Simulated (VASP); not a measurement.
# PbO2 (Plattnerite) (P4_2/mnm) in VASP: notebook

Runs on PbO2 (Plattnerite). Level: PBE+D3(BJ). Tasks: single point, relaxation of cell and atoms.

Everything below comes from runs of VASP 6.6.1. Logs are shortened: lines on timing, memory, paths and dates and some standing lists are left out, and cuts for length are marked.

**1. The cell of the first run**

The structure is tetragonal, space group P4_2/mnm (No. 136). Conventional cell: a = 5.030 Å, b = 5.030 Å, c = 3.440 Å, α = 90.00°, β = 90.00°, γ = 90.00°. Pb (site symmetry mmm) has 6 O at 2.19 to 2.20 Å within 2.9 Å. Within 2.9 Å of O (site symmetry m2m) lie 3 Pb at 2.19 to 2.20 Å and 1 O at 2.74 Å.

**2. Single point, PBE+D3(BJ)**

INCAR

```
PREC = Accurate
ENCUT = 520
EDIFF = 1E-6
ISMEAR = 0
SIGMA = 0.1
LREAL = False
LASPH = True
NELM = 100
ALGO = Normal
ISIF = 2
LWAVE = False
LCHARG = False
GGA = PE
IVDW = 12
NBANDS = 35
```

KPOINTS

```
regular mesh
0
Gamma
  8 8 10
```

POSCAR

```
PbO2
1.0
    5.0304882103      0.0000000000      0.0000000000
    0.0000000000      5.0304882103      0.0000000000
    0.0000000000      0.0000000000      3.4398885092
Pb O
2 4
Direct
    0.0000000000      0.0000000000      0.0000000000
    0.5000000000      0.5000000000      0.5000000000
    0.3075095087      0.3075095087      0.0000000000
    0.1924904913      0.8075095087      0.5000000000
    0.6924904913      0.6924904913      0.0000000000
    0.8075095087      0.1924904913      0.5000000000
```

Potentials or basis: VASP PAW PBE potentials, release 64 (Pb_d, O).

Launch:

```
$ cat potpaw_PBE.64/Pb_d/POTCAR potpaw_PBE.64/O/POTCAR > POTCAR
$ mpirun -np 1 vasp_std > vasp.out
```

OUTCAR:

```text
PREC = Accurate
   ENCUT = 520
   EDIFF = 1E-6
   ISMEAR = 0
   LREAL = False
   LASPH = True
   NELM = 100
   ISIF = 2
   GGA = PE
   IVDW = 12
 IVDW          = 12

 ion  position               nearest neighbor table
   1  0.000  0.000  0.000-   3 2.19   5 2.19   4 2.20   6 2.20   4 2.20   6 2.20   2 3.95   2 3.95
                             2 3.95   2 3.95   2 3.95   2 3.95   2 3.95   2 3.95
   2  0.500  0.500  0.500-   4 2.19   6 2.19   5 2.20   3 2.20   3 2.20   5 2.20   1 3.95   1 3.95
                             1 3.95   1 3.95   1 3.95   1 3.95   1 3.95   1 3.95
   3  0.308  0.308  0.000-   1 2.19   2 2.20   2 2.20
   4  0.192  0.808  0.500-   2 2.19   1 2.20   1 2.20
   5  0.692  0.692  0.000-   1 2.19   2 2.20   2 2.20
   6  0.808  0.192  0.500-   2 2.19   1 2.20   1 2.20

  LATTYP: Found a simple tetragonal cell.
 ALAT       =     5.0304882103
 C/A-ratio  =     0.6838080849

  Lattice vectors:

 A1 = (   5.0304882103,   0.0000000000,   0.0000000000)
 A2 = (   0.0000000000,   5.0304882103,   0.0000000000)
 A3 = (   0.0000000000,   0.0000000000,   3.4398885092)

Analysis of symmetry for initial positions (statically):
=====================================================================
 Subroutine PRICEL returns:
 Original cell was already a primitive cell.

 Routine SETGRP: Setting up the symmetry group for a
 simple tetragonal supercell.

 Subroutine GETGRP returns: Found 16 space group operations
 (whereof  8 operations were pure point group operations)
 out of a pool of 16 trial point group operations.

The static configuration has the point symmetry D_2h.
 The point group associated with its full space group is D_4h.

Analysis of symmetry for dynamics (positions and initial velocities):
=====================================================================
 Subroutine PRICEL returns:
 Original cell was already a primitive cell.

 Routine SETGRP: Setting up the symmetry group for a
 simple tetragonal supercell.

 Subroutine GETGRP returns: Found 16 space group operations
 (whereof  8 operations were pure point group operations)
 out of a pool of 16 trial point group operations.

The dynamic configuration has the point symmetry D_2h.
 The point group associated with its full space group is D_4h.

 Subroutine INISYM returns: Found 16 space group operations
 (whereof  8 operations are pure point group operations),
 and found     1 'primitive' translations

[... 103 lines left out ...]
   LREAL  =      F    real-space projection
   EDIFFG = 0.1E-04   stopping-criterion for IOM
   NSW    =      0    number of steps for IOM
   IBRION =     -1    ionic relax: 0-MD 1-quasi-New 2-CG
   NFREE  =      0    steps in history (QN), initial steepest desc. (CG)
   ISIF   =      2    stress and relaxation
   ISYM   =      2    0-nonsym 1-usesym 2-fastsym
   POTIM  = 0.5000    time-step for ionic-motion
   TEBEG  =    0.0;   TEEND  =   0.0 temperature during run
   PSTRESS=    0.0 pullay stress
   NELECT =      52.0000    total number of electrons
   NUPDOWN=      -1.0000    fix difference up-down
   EMIN   =  10.00;   EMAX   =-10.00  energy-range for DOS
   EFERMI =   0.00;   METHOD = LEGACY
   ISMEAR =     0;   SIGMA  =   0.10  broadening in eV -4-tet -1-fermi 0-gaus
   EFERMI_NEDOS =   21; number of points for ismear=-14 and -15
   IALGO  =     38    algorithm
   IMIX   =      4    mixing-type and parameters
     AMIX     =   0.40;   BMIX     =  1.00
     AMIX_MAG =   1.60;   BMIX_MAG =  1.00
  volume/ion in A,a.u.               =      14.51        97.91
  Fermi-wavevector in a.u.,A,eV,Ry     =   1.378757  2.605473 25.864279  1.900971
  Thomas-Fermi vector in A             =   2.503789
   LORBIT       =      0    0 simple, 1 ext, 2 COOP (PROOUT), +10 PAW based schemes
   GGA     = PE    functional components
   LHFCALC =     F    Hartree Fock is set to
   AEXX    =    0.0000 exact exchange contribution
   IVDW    =    12    specifies the selected vdW correction
   LEPSILON=     F    determine dielectric tensor
   LRPA    =     F    only Hartree local field effects (RPA)
 non-spin polarized calculation
 Gauss-broadening in eV      SIGMA  =   0.10
  energy-cutoff  :      520.00
  volume of cell :       87.05
 maximum number of plane-waves:      2401
 NGX is ok and might be reduce to    40
   NGX = 19   NGY = 19   NGZ = 13

 number of electron      51.9999996 magnetization

 Free energy of the ion-electron system (eV)
  ---------------------------------------------------
  ext. energy  EPLUGINS =         0.00000000
  ---------------------------------------------------
  free energy    TOTEN  =       -31.85140041 eV

  energy without entropy =      -31.84875146  energy(sigma->0) =      -31.85007594

 E-fermi :   3.9741     XC(G=0): -10.4857

 val. band max:        3.9280452721   @ k =   0.1250   0.1250   0.0000
 cond. band min:       3.9759400870   @ k =   0.0000   0.0000   0.1000
 fundamental gap:      0.0478948150
 Fermi energy:         3.9741386395

 k-point     1 :       0.0000    0.0000    0.0000
  band No.  band energies     occupation
      1     -14.1435      2.00000
      2     -14.0799      2.00000
      3     -12.4827      2.00000
      4     -12.4827      2.00000
      5     -11.5685      2.00000
      6     -11.3961      2.00000
[... 901 lines left out ...]
     34      15.2993      0.00000
     35      16.0113      0.00000

 [... further k-points ...]

------------------------ aborting loop because EDIFF is reached ----------------------------------------

 Edisp (eV)   -1.24205

 E8    (eV) :    -0.5281

  FORCE on cell =-STRESS in cart. coord.  units (eV):
  Direction    XX          YY          ZZ          XY          YZ          ZX
  --------------------------------------------------------------------------------------
  -------------------------------------------------------------------------------------
  Total       0.09271     0.09271     0.19480     0.00000     0.00000     0.00000
  in kB       1.70635     1.70635     3.58533     0.00000     0.00000     0.00000
  external pressure =        2.33 kB  Pullay stress =        0.00 kB

 VOLUME and BASIS-vectors are now :
 -----------------------------------------------------------------------------
  energy-cutoff  :      520.00
  volume of cell :       87.05
      direct lattice vectors                 reciprocal lattice vectors
     5.030488210  0.000000000  0.000000000     0.198787863  0.000000000  0.000000000
     0.000000000  5.030488210  0.000000000     0.000000000  0.198787863  0.000000000
     0.000000000  0.000000000  3.439888509     0.000000000  0.000000000  0.290707096

 POSITION                                       TOTAL-FORCE (eV/Angst)
 -----------------------------------------------------------------------------------
      0.00000      0.00000      0.00000        -0.000000     -0.000000      0.000000
      2.51524      2.51524      1.71994        -0.000000     -0.000000      0.000000
      1.54692      1.54692      0.00000        -0.006476     -0.006476      0.000000
      0.96832      4.06217      1.71994         0.006476     -0.006476      0.000000
      3.48357      3.48357      0.00000         0.006476      0.006476      0.000000
      4.06217      0.96832      1.71994        -0.006476      0.006476      0.000000
 -----------------------------------------------------------------------------------
    total drift:                               -0.000000      0.000000     -0.000000

  FREE ENERGIE OF THE ION-ELECTRON SYSTEM (eV)
  ---------------------------------------------------
  free  energy   TOTEN  =       -33.0934540616 eV

  energy  without entropy=      -33.0908051056  energy(sigma->0) =      -33.09212958
```

OSZICAR:

```text
N       E                     dE             d eps       ncg     rms          rms(c)
DAV:   1     0.678284429444E+03    0.67828E+03   -0.25910E+04  6308   0.179E+03
DAV:   2     0.549481868317E+02   -0.62334E+03   -0.59164E+03  6821   0.495E+02
DAV:   3    -0.328904119254E+02   -0.87839E+02   -0.84950E+02  7485   0.204E+02
DAV:   4    -0.373919721692E+02   -0.45016E+01   -0.44628E+01  8183   0.486E+01
DAV:   5    -0.375423086454E+02   -0.15034E+00   -0.15003E+00  8163   0.908E+00    0.140E+01
DAV:   6    -0.318689404716E+02    0.56734E+01   -0.17791E+01  9544   0.500E+01    0.458E+00
DAV:   7    -0.318837449003E+02   -0.14804E-01   -0.16869E+00  7539   0.971E+00    0.278E+00
DAV:   8    -0.318774361830E+02    0.63087E-02   -0.38733E-01  9748   0.567E+00    0.120E+00
DAV:   9    -0.318496563084E+02    0.27780E-01   -0.77202E-02  9637   0.359E+00    0.132E-01
DAV:  10    -0.318515168046E+02   -0.18605E-02   -0.11716E-02  6897   0.602E-01    0.140E-01
DAV:  11    -0.318514262375E+02    0.90567E-04   -0.36672E-04 10142   0.200E-01    0.585E-02
DAV:  12    -0.318514031610E+02    0.23077E-04   -0.82376E-05  7531   0.657E-02    0.178E-02
DAV:  13    -0.318514012131E+02    0.19478E-05   -0.82220E-06  7876   0.344E-02    0.443E-03
DAV:  14    -0.318514004135E+02    0.79966E-06   -0.26054E-06  6394   0.178E-02
   1 F= -.33093454E+02 E0= -.33092130E+02  d E =-.264896E-02
```

Wall time 3.9 min (1 thread of Intel Xeon Platinum 8259CL at 2.50GHz (Skylake/Cascade Lake), shared host); peak memory 0.35 GiB.

Results:

```yaml
Free_energy: -33.0935 eV
Pressure: 0.2 GPa
Largest_force: 0.009 eV/Å
Dispersion_energy_per_atom: -0.207 eV
```

Forces in eV/Å, atoms in the order of the input:
```
Pb   0.000  0.000  0.000
Pb   0.000  0.000  0.000
O   -0.006 -0.006  0.000
O    0.006 -0.006  0.000
O    0.006  0.006  0.000
O   -0.006  0.006  0.000
```

Stress tensor (GPa, compression positive):
```
0.17 0.00 0.00
0.00 0.17 0.00
0.00 0.00 0.36
```

Levels at points of the mesh, in eV from the Fermi level:
```csv
k point,band 22,band 23,band 24,band 25,band 26,band 27,band 28,band 29,band 30,band 31
"(0.00, 0.00, 0.00)",-0.75,-0.65,-0.65,-0.59,-0.59,0.06,4.00,5.76,5.76,9.59
"(0.50, 0.00, 0.00)",-1.32,-0.68,-0.68,-0.39,-0.39,2.20,2.20,6.36,6.36,9.56
"(0.50, 0.50, 0.00)",-1.53,-0.71,-0.71,-0.48,-0.48,2.59,2.59,6.59,6.59,9.91
"(0.00, 0.00, 0.50)",-2.00,-1.08,-1.08,-0.77,-0.77,3.51,3.51,8.72,8.72,9.48
"(0.50, 0.00, 0.50)",-1.06,-0.76,-0.76,-0.26,-0.26,3.81,3.81,7.16,7.16,9.72
"(0.50, 0.50, 0.50)",-1.89,-0.66,-0.66,-0.52,-0.52,2.62,2.62,8.21,8.21,9.58
```

Caveat: spin-orbit coupling is left out, which moves the levels of the heavy elements; pairwise dispersion overbinds metals, which lowers pressure and volume.

**3. Relaxation of cell and atoms, PBE+D3(BJ)**

This run uses another cell than the first one, of 14.82 Å³/atom, 1.021 times its volume.

INCAR

```
SYSTEM = PbO2
PREC     = Accurate       ! precision mode
ENCUT    = 600            ! plane-wave cutoff, eV
EDIFF    = 1E-6           ! SCF threshold, eV
ISMEAR   = 0              ! smearing method
SIGMA    = 0.1            ! smearing width, eV
LREAL    = .FALSE.        ! projectors in reciprocal space
LASPH    = .TRUE.         ! aspherical terms in the spheres
NELM     = 80             ! most SCF steps
ALGO     = Normal         ! electronic algorithm
ISIF     = 3              ! what is computed and relaxed
LWAVE    = .FALSE.        ! write WAVECAR
LCHARG   = .FALSE.        ! write CHGCAR
GGA      = PE             ! functional
IVDW     = 12             ! dispersion correction
IBRION   = 2              ! ionic algorithm
NSW      = 70             ! ionic steps
EDIFFG   = -0.005         ! ionic threshold
```

KPOINTS

```
Automatic mesh
0
G
  8 8 10
  0 0 0
```

POSCAR

```
PbO2
1.0
    5.0820153149      0.0000000000      0.0000000000
    0.0000000000      5.0820153149      0.0000000000
    0.0000000000      0.0000000000      3.4428066694
Pb O
2 4
Direct
    0.0000000000      0.0000000000      0.0000000000
    0.5000000000      0.5000000000      0.5000000000
    0.3079753846      0.3079753846      0.0000000000
    0.1920246154      0.8079753846      0.5000000000
    0.6920246154      0.6920246154      0.0000000000
    0.8079753846      0.1920246154      0.5000000000
```

Potentials or basis: VASP PAW PBE potentials, release 64 (Pb_d, O).

Launch:

```
$ cat potpaw_PBE.64/Pb_d/POTCAR potpaw_PBE.64/O/POTCAR > POTCAR
$ mpirun -np 1 vasp_std > vasp.out
```

Run time: 21 min. Hardware: 1 thread of Intel Xeon Platinum 8259CL at 2.50GHz (Skylake/Cascade Lake), shared host; peak memory 0.41 GiB.

It converged, with:

```
Free energy                            : -33.1051 eV
Relaxed volume                         : 14.51 Å³/atom
Relaxed cell                           : a = 5.029 Å, b = 5.029 Å, c = 3.444 Å, α = 90.00°, β = 90.00°, γ = 90.00°
Space group after relaxing (to 0.05 Å) : P4_2/mnm (No. 136)
Energy gained by relaxing              : 2.2 meV/atom
Ionic steps                            : 10
Pressure after relaxing                : 0.0 GPa
Dispersion energy per atom             : -0.207 eV
```

Forces on the atoms (eV/Å):
```
Pb   0.000  0.000  0.000
Pb   0.000  0.000  0.000
O   -0.001 -0.001  0.000
O    0.001 -0.001  0.000
O    0.001  0.001  0.000
O   -0.001  0.001  0.000
```

The path:
```
step  energy change (eV)  largest force (eV/Å)  pressure (GPa)  volume (Å³)
   1              0.0000                0.0164           -2.18        88.92
   2             -0.0073                0.0772            1.46        86.34
   3             -0.0114                0.0541            0.04        87.29
   4             -0.0128                0.0167            0.02        87.19
   5             -0.0133                0.0337            0.03        87.06
   6             -0.0133                0.0225            0.03        87.09
   7             -0.0134                0.0105           -0.02        87.11
   8             -0.0135                0.0013           -0.07        87.13
   9             -0.0134                0.0062            0.06        87.04
  10             -0.0135                0.0020            0.00        87.09
```

Final structure:
```
Pb O
1.0
     5.02860    0.00000    0.00000
     0.00000    5.02860    0.00000
     0.00000    0.00000    3.44405
Pb O
2 4
Direct
  0.00000 0.00000 0.00000
  0.50000 0.50000 0.50000
  0.30747 0.30747 0.00000
  0.19253 0.80747 0.50000
  0.69253 0.69253 0.00000
  0.80747 0.19253 0.50000
```

Levels at points of the mesh, in eV from the Fermi level:
| k point | band 24 | band 25 | band 26 | band 27 | band 28 | band 29 |
| --- | --- | --- | --- | --- | --- | --- |
| (0.00, 0.00, 0.00) | -0.66 | -0.58 | -0.58 | 0.06 | 3.99 | 5.75 |
| (0.50, 0.00, 0.00) | -0.69 | -0.38 | -0.38 | 2.20 | 2.20 | 6.35 |
| (0.50, 0.50, 0.00) | -0.71 | -0.48 | -0.48 | 2.59 | 2.59 | 6.59 |
| (0.00, 0.00, 0.50) | -1.08 | -0.77 | -0.77 | 3.50 | 3.50 | 8.72 |
| (0.50, 0.00, 0.50) | -0.75 | -0.26 | -0.26 | 3.80 | 3.80 | 7.16 |
| (0.50, 0.50, 0.50) | -0.66 | -0.51 | -0.51 | 2.62 | 2.62 | 8.21 |

Caveat: spin-orbit coupling is left out, which moves the levels of the heavy elements; pairwise dispersion overbinds metals, which lowers pressure and volume.
